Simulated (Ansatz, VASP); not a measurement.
## One calculation of Tl, two programs

```
Tl
1.0
     0.00000    3.43728    3.43728
     3.43728    0.00000    3.43728
     3.43728    3.43728    0.00000
Tl
2
Direct
  0.87500 0.87500 0.87500
  0.12500 0.12500 0.12500
```

Change from the starting cell: volume scaled by 0.9, LAPW.

Alike in both runs: task single point; functional PBE; k mesh 10 × 10 × 10; occupations fermi-dirac, width 0.05 eV; no spin polarisation.

|  | VASP | Ansatz |
| --- | --- | --- |
| version | VASP 6.6.1 | Ansatz 0.2.0 |
| potentials or method | VASP PAW PBE potentials, release 64 (Tl_d), cutoff 520 eV | all-electron LAPW, scalar-relativistic |

```tsv
	VASP	Ansatz	Ansatz less VASP
pressure (GPa)	1.9	1.9	+0.05
```

Ansatz ran all-electron here, and VASP with PAW potentials.

Neither program's run includes spin-orbit coupling.
